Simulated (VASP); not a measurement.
# NaH (P4mm) in VASP: further runs

The runs below take NaH through single point, with PBEsol.

Everything below comes from runs of VASP 6.6.1. Logs are shortened: lines on timing, memory, paths and dates and some standing lists are left out, and cuts for length are marked.

### 1 The cell of the first run

It takes space group P4mm (No. 99, tetragonal). Conventional cell: a = 2.955 Å, b = 2.955 Å, c = 2.955 Å, α = 90.00°, β = 90.00°, γ = 90.00°. Within 3.2 Å of Na (site symmetry 4mm) lie 8 H at 2.40 to 2.74 Å and 6 Na at 2.96 Å. H (site symmetry 4mm) has 8 Na at 2.40 to 2.74 Å and 6 H at 2.96 Å within 3.2 Å.

### 2 Single point, PBEsol

INCAR reads:

```
PREC = Accurate
ENCUT = 500
EDIFF = 1E-6
ISMEAR = 0
SIGMA = 0.05
LREAL = False
LASPH = True
NELM = 120
ALGO = Normal
ISIF = 2
LWAVE = False
LCHARG = True
GGA = PS
LELF = True
LVHAR = True
NBANDS = 11
GGA_COMPAT = False
```

KPOINTS reads:

```
Automatic mesh
0
Gamma
  10 10 10
```

POSCAR reads:

```
NaH
1.0
    2.9551240000      0.0000000000      0.0000000000
    0.0000000000      2.9551240000      0.0000000000
    0.0000000000      0.0000000000      2.9551240000
Na H
1 1
Direct
    0.1015185826      0.0000000000      0.0000000000
    0.5000000000      0.5000000000      0.5000000000
```

Potentials or basis: VASP PAW PBE potentials, release 64 (Na_pv, H).

On the command line:

```bash
$ cat potpaw_PBE.64/Na_pv/POTCAR potpaw_PBE.64/H/POTCAR > POTCAR
$ mpirun -np 1 vasp_std > vasp.out
```

OUTCAR:

```text
PREC = Accurate
   ENCUT = 500
   EDIFF = 1E-6
   ISMEAR = 0
   LREAL = False
   LASPH = True
   NELM = 120
   ISIF = 2
   GGA = PS

 ion  position               nearest neighbor table
   1  0.102  0.000  0.000-
   2  0.500  0.500  0.500-

  LATTYP: Found a simple cubic cell.
 ALAT       =     2.9551240000

  Lattice vectors:

 A1 = (   2.9551240000,   0.0000000000,   0.0000000000)
 A2 = (   0.0000000000,   2.9551240000,   0.0000000000)
 A3 = (   0.0000000000,   0.0000000000,   2.9551240000)

Analysis of symmetry for initial positions (statically):
=====================================================================
 Subroutine PRICEL returns:
 Original cell was already a primitive cell.

 Routine SETGRP: Setting up the symmetry group for a
 simple cubic supercell.

 Subroutine GETGRP returns: Found  8 space group operations
 (whereof  8 operations were pure point group operations)
 out of a pool of 48 trial point group operations.

The static configuration has the point symmetry C_4v.

Analysis of symmetry for dynamics (positions and initial velocities):
=====================================================================
 Subroutine PRICEL returns:
 Original cell was already a primitive cell.

 Routine SETGRP: Setting up the symmetry group for a
 simple cubic supercell.

 Subroutine GETGRP returns: Found  8 space group operations
 (whereof  8 operations were pure point group operations)
 out of a pool of 48 trial point group operations.

The dynamic configuration has the point symmetry C_4v.

 Subroutine INISYM returns: Found  8 space group operations
 (whereof  8 operations are pure point group operations),
 and found     1 'primitive' translations

----------------------------------------------------------------------------------------

                                     Primitive cell

  volume of cell :      25.8064

  direct lattice vectors                    reciprocal lattice vectors
     2.955124000  0.000000000  0.000000000     0.338395275  0.000000000  0.000000000
     0.000000000  2.955124000  0.000000000     0.000000000  0.338395275  0.000000000
     0.000000000  0.000000000  2.955124000     0.000000000  0.000000000  0.338395275

  length of vectors
     2.955124000  2.955124000  2.955124000     0.338395275  0.338395275  0.338395275

  position of ions in fractional coordinates (direct lattice)
     0.101518583  0.000000000  0.000000000
     0.500000000  0.500000000  0.500000000

  ion indices of the primitive-cell ions
   primitive index   ion index
                 1           1
                 2           2

----------------------------------------------------------------------------------------

 KPOINTS: Automatic mesh

Automatic generation of k-mesh.
 Grid dimensions read from file:
 generate k-points for:   10   10   10

 Generating k-lattice:

  Cartesian coordinates                     Fractional coordinates (reciprocal lattice)
     0.033839528  0.000000000  0.000000000     0.100000000  0.000000000  0.000000000
     0.000000000  0.033839528  0.000000000     0.000000000  0.100000000  0.000000000
     0.000000000  0.000000000  0.033839528     0.000000000  0.000000000  0.100000000

  Length of vectors
     0.033839528  0.033839528  0.033839528

  Shift w.r.t. Gamma in fractional coordinates (k-lattice)
     0.000000000  0.000000000  0.000000000

 Subroutine IBZKPT returns following result:
 ===========================================

 Found    126 irreducible k-points:

 Following reciprocal coordinates:
            Coordinates               Weight
  0.000000  0.000000  0.000000      1.000000
  0.100000  0.000000  0.000000      2.000000
  0.000000  0.100000  0.000000      4.000000
  0.200000  0.000000  0.000000      2.000000
  0.000000  0.200000  0.000000      4.000000
  0.300000  0.000000  0.000000      2.000000
[... 16 lines left out ...]
  0.500000  0.100000  0.000000      4.000000
  0.000000  0.500000  0.100000      4.000000
 [... further k-points ...]
   k-points           NKPTS =    126   k-points in BZ     NKDIM =    126   number of bands    NBANDS=     11
   number of dos      NEDOS =    301   number of ions     NIONS =      2
   total plane-waves  NPLWV =  13824
   dimension x,y,z NGX =    24 NGY =   24 NGZ =   24
   dimension x,y,z NGXF=    48 NGYF=   48 NGZF=   48
   ions per type =               1   1
   NGX,Y,Z   is equivalent  to a cutoff of  13.50, 13.50, 13.50 a.u.
   NGXF,Y,Z  is equivalent  to a cutoff of  27.00, 27.00, 27.00 a.u.
 SYSTEM =  unknown system
   PREC   = accura    normal or accurate (medium, high low for compatibility)
   ISTART =      0    job   : 0-new  1-cont  2-samecut
   ICHARG =      2    charge: 1-file 2-atom 10-const
   ISPIN  =      1    spin polarized calculation?
   LNONCOLLINEAR =      F non collinear calculations
   LSORBIT =      F    spin-orbit coupling
   LASPH  =      T    aspherical Exc in radial PAW
   ENCUT  =  500.0 eV  36.75 Ry    6.06 a.u.   5.39  5.39  5.39*2*pi/ulx,y,z
   NELM   =    120;   NELMIN=  2; NELMDL= -5     # of ELM steps
   EDIFF  = 0.1E-05   stopping-criterion for ELM
   LREAL  =      F    real-space projection
   EDIFFG = 0.1E-04   stopping-criterion for IOM
   NSW    =      0    number of steps for IOM
   IBRION =     -1    ionic relax: 0-MD 1-quasi-New 2-CG
   NFREE  =      0    steps in history (QN), initial steepest desc. (CG)
   ISIF   =      2    stress and relaxation
   ISYM   =      2    0-nonsym 1-usesym 2-fastsym
   POTIM  = 0.5000    time-step for ionic-motion
   TEBEG  =    0.0;   TEEND  =   0.0 temperature during run
   PSTRESS=    0.0 pullay stress
   NELECT =       8.0000    total number of electrons
   NUPDOWN=      -1.0000    fix difference up-down
   EMIN   =  10.00;   EMAX   =-10.00  energy-range for DOS
   EFERMI =   0.00;   METHOD = LEGACY
   ISMEAR =     0;   SIGMA  =   0.05  broadening in eV -4-tet -1-fermi 0-gaus
   EFERMI_NEDOS =   21; number of points for ismear=-14 and -15
   IALGO  =     38    algorithm
   IMIX   =      4    mixing-type and parameters
     AMIX     =   0.40;   BMIX     =  1.00
     AMIX_MAG =   1.60;   BMIX_MAG =  1.00
  volume/ion in A,a.u.               =      12.90        87.08
  Fermi-wavevector in a.u.,A,eV,Ry     =   1.107973  2.093765 16.702564  1.227604
  Thomas-Fermi vector in A             =   2.244494
   LORBIT       =      0    0 simple, 1 ext, 2 COOP (PROOUT), +10 PAW based schemes
   GGA     = PS    functional components
   LHFCALC =     F    Hartree Fock is set to
   AEXX    =    0.0000 exact exchange contribution
   IVDW    =     0    specifies the selected vdW correction
   LEPSILON=     F    determine dielectric tensor
   LRPA    =     F    only Hartree local field effects (RPA)
 non-spin polarized calculation
 Gauss-broadening in eV      SIGMA  =   0.05
  energy-cutoff  :      500.00
  volume of cell :       25.81
 maximum number of plane-waves:       691
 NGX is ok and might be reduce to    24
   NGX = 11   NGY = 11   NGZ = 11

 number of electron       8.0000006 magnetization

 Free energy of the ion-electron system (eV)
  ---------------------------------------------------
  ext. energy  EPLUGINS =         0.00000000
  ---------------------------------------------------
  free energy    TOTEN  =        -4.76858644 eV

  energy without entropy =       -4.76858644  energy(sigma->0) =       -4.76858644

 E-fermi :   1.6071     XC(G=0):  -8.2413

 val. band max:        1.2840068306   @ k =   0.5000   0.5000   0.5000
 cond. band min:       2.1237975983   @ k =   0.5000   0.0000   0.0000
 fundamental gap:      0.8397907677
 Fermi energy:         1.6071369871

 k-point     1 :       0.0000    0.0000    0.0000
  band No.  band energies     occupation
      1     -23.0926      2.00000
      2     -23.0754      2.00000
      3     -23.0754      2.00000
      4      -4.6926      2.00000
      5       9.6485      0.00000
      6      12.0265      0.00000
      7      12.0755      0.00000
      8      13.6823      0.00000
      9      13.6823      0.00000
     10      14.4023      0.00000
     11      26.8446      0.00000

 k-point     2 :       0.1000    0.0000    0.0000
  band No.  band energies     occupation
      1     -23.1102      2.00000
      2     -23.0739      2.00000
      3     -23.0739      2.00000
      4      -4.5346      2.00000
      5       8.7051      0.00000
      6      11.4169      0.00000
      7      12.2406      0.00000
      8      13.8031      0.00000
      9      13.8031      0.00000
     10      16.3352      0.00000
     11      25.3139      0.00000

 k-point     3 :       0.0000    0.1000    0.0000
  band No.  band energies     occupation
      1     -23.0934      2.00000
      2     -23.0908      2.00000
      3     -23.0739      2.00000
      4      -4.5341      2.00000
      5       8.8210      0.00000
      6      11.1001      0.00000
      7      12.1957      0.00000
      8      13.8005      0.00000
      9      14.2016      0.00000
     10      16.1807      0.00000
     11      25.1904      0.00000

 k-point     4 :       0.2000    0.0000    0.0000
  band No.  band energies     occupation
      1     -23.1560      2.00000
      2     -23.0699      2.00000
      3     -23.0699      2.00000
      4      -4.0748      2.00000
      5       6.5984      0.00000
      6      11.4741      0.00000
      7      12.7320      0.00000
      8      14.1596      0.00000
      9      14.1596      0.00000
     10      19.4752      0.00000
     11      23.1114      0.00000
[... 239 lines left out ...]
 k-point    22 :       0.1000    0.0000    0.4000
  band No.  band energies     occupation
      1     -23.2389      2.00000
      2     -23.0941      2.00000
      3     -23.0594      2.00000
      4      -2.4374      2.00000
      5       3.0807      0.00000
      6      10.8510      0.00000
      7      13.7700      0.00000
      8      15.4927      0.00000
      9      16.2003      0.00000
     10      18.5251      0.00000
     11      19.7624      0.00000

 k-point    23 :       0.5000    0.1000    0.0000
  band No.  band energies     occupation
      1     -23.2713      2.00000
      2     -23.0757      2.00000
      3     -23.0580      2.00000
      4      -2.0167      2.00000
      5       2.2988      0.00000
      6      11.4229      0.00000
      7      14.4427      0.00000
      8      15.1862      0.00000
      9      15.9483      0.00000
     10      18.9928      0.00000
     11      19.0260      0.00000

 k-point    24 :       0.0000    0.5000    0.1000
  band No.  band energies     occupation
      1     -23.2559      2.00000
      2     -23.0755      2.00000
      3     -23.0748      2.00000
      4      -2.0233      2.00000
      5       2.3738      0.00000
      6      11.1324      0.00000
      7      14.4643      0.00000
      8      14.9071      0.00000
      9      16.3879      0.00000
     10      19.0226      0.00000
     11      19.1943      0.00000

 [... further k-points ...]

------------------------ aborting loop because EDIFF is reached ----------------------------------------

  FORCE on cell =-STRESS in cart. coord.  units (eV):
  Direction    XX          YY          ZZ          XY          YZ          ZX
  --------------------------------------------------------------------------------------
  -------------------------------------------------------------------------------------
  Total        0.0722181      0.0291863      0.0291863     -0.0000000      0.0000000     -0.0000000
  in kB        4.4836283      1.8120181      1.8120181     -0.0000000      0.0000000     -0.0000000
  external PRESSURE =       2.7025548 kB  Pullay stress =       0.0000000 kB

 VOLUME and BASIS-vectors are now :
 -----------------------------------------------------------------------------
  energy-cutoff  :      500.00
  volume of cell :       25.81
      direct lattice vectors                 reciprocal lattice vectors
     2.955124000  0.000000000  0.000000000     0.338395275  0.000000000  0.000000000
     0.000000000  2.955124000  0.000000000     0.000000000  0.338395275  0.000000000
     0.000000000  0.000000000  2.955124000     0.000000000  0.000000000  0.338395275

 POSITION                                       TOTAL-FORCE (eV/Angst)
 -----------------------------------------------------------------------------------
      0.30000      0.00000      0.00000        -0.130988      0.000000     -0.000000
      1.47756      1.47756      1.47756         0.130988      0.000000      0.000000
 -----------------------------------------------------------------------------------
    total drift:                                0.000296      0.000000      0.000004

  FREE ENERGIE OF THE ION-ELECTRON SYSTEM (eV)
  ---------------------------------------------------
  free  energy   TOTEN  =        -4.7685864428 eV

  energy  without entropy=       -4.7685864428  energy(sigma->0) =       -4.76858644
```

It took 49 s on 1 thread of AMD EPYC 7R13, shared host; peak memory 0.12 GiB.

What came out:

- Free energy: -4.7686 eV
- Pressure: 0.3 GPa
- Largest force: 0.131 eV/Å
- Band gap on the k mesh: 0.84 eV, indirect (least direct gap 4.26 eV)

Forces in eV/Å, atoms in the order of the input:
```
Na  -0.131  0.000  0.000
H    0.131  0.000  0.000
```

Stress tensor (GPa, compression positive):
```
0.45 0.00 0.00
0.00 0.18 0.00
0.00 0.00 0.18
```

Levels at points of the mesh, in eV from the valence-band top:
```csv
k point,band 1,band 2,band 3,band 4,band 5,band 6,band 7,band 8,band 9
"(0.00, 0.00, 0.00)",-24.38,-24.36,-24.36,-5.98,8.36,10.74,10.79,12.40,12.40
"(0.50, 0.00, 0.00)",-24.56,-24.34,-24.34,-3.42,0.84,11.12,14.01,14.50,14.50
"(0.00, 0.50, 0.00)",-24.54,-24.36,-24.34,-3.42,0.91,10.71,14.01,14.41,14.87
"(0.50, 0.50, 0.00)",-24.53,-24.51,-24.33,-1.70,4.09,4.17,6.65,14.80,18.00
"(0.00, 0.50, 0.50)",-24.51,-24.51,-24.35,-1.73,4.13,4.13,6.73,14.82,18.42
"(0.50, 0.50, 0.50)",-24.50,-24.49,-24.49,0.00,6.80,6.80,6.91,8.93,8.93
```

Caveat: the cell differs from its parent crystal (all Na atoms moved -0.300 Å, as atom 1 towards its neighbour atom 1 (Na) at 2.955 Å); the PAW data sets were made with another functional, which shifts forces and pressure a little. A k mesh can miss the band edges.

### 3 Single point, PBEsol

INCAR reads:

```
SYSTEM = NaH
PREC = Accurate
ENCUT = 500
EDIFF = 1E-6
ISMEAR = 0
SIGMA = 0.05
LREAL = .False.
LASPH = .True.
NELM = 120
ALGO = Normal
ISIF = 2
LWAVE = .False.
LCHARG = .False.
GGA = PS
NBANDS = 11
GGA_COMPAT = .False.
```

KPOINTS reads:

```
Automatic mesh
0
Gamma
  10 10 10
  0 0 0
```

POSCAR, as its differences from that of step 2:

```diff
@@ -8,3 +8,3 @@
 Direct
-    0.1015185826      0.0000000000      0.0000000000
+   -0.0761389370      0.0000000000      0.0000000000
     0.5000000000      0.5000000000      0.5000000000
```

Potentials or basis: VASP PAW PBE potentials, release 64 (Na_pv, H).

On the command line:

```bash
$ cat potpaw_PBE.64/Na_pv/POTCAR potpaw_PBE.64/H/POTCAR > POTCAR
$ mpirun -np 1 vasp_std > vasp.out
```

It took 44 s on 1 thread of AMD EPYC 7R13, shared host; peak memory 0.12 GiB.

The run converged. Its results:

- Free energy: -4.7772 eV
- Pressure: -0.1 GPa
- Largest force: 0.099 eV/Å
- Band gap on the k mesh: 0.82 eV, indirect (least direct gap 4.28 eV)

Forces on the atoms (eV/Å):
```
Na   0.099  0.000  0.000
H   -0.099  0.000  0.000
```

Stress tensor (GPa, compression positive):
```
 0.06  0.00  0.00
 0.00 -0.11  0.00
 0.00  0.00 -0.11
```

Levels at points of the mesh, in eV from the valence-band top:
```
           k point  band 1  band 2  band 3  band 4  band 5  band 6  band 7  band 8  band 9
(0.00, 0.00, 0.00)  -24.43  -24.42  -24.42   -6.02    8.48   10.70   10.75   12.35   12.35
(0.50, 0.00, 0.00)  -24.61  -24.40  -24.40   -3.46    0.82   10.98   13.99   14.43   14.43
(0.00, 0.50, 0.00)  -24.60  -24.41  -24.40   -3.46    0.87   10.73   13.99   14.38   14.65
(0.50, 0.50, 0.00)  -24.58  -24.57  -24.38   -1.74    4.06    4.11    6.64   14.70   18.12
(0.00, 0.50, 0.50)  -24.57  -24.57  -24.39   -1.76    4.09    4.09    6.68   14.70   18.41
(0.50, 0.50, 0.50)  -24.55  -24.54  -24.54    0.00    6.74    6.74    6.80    8.91    8.91
```

Caveat: the cell differs from its parent crystal (all Na atoms moved +0.225 Å, as atom 1 towards its neighbour atom 1 (Na) at 2.955 Å); the PAW data sets were made with another functional, which shifts forces and pressure a little.
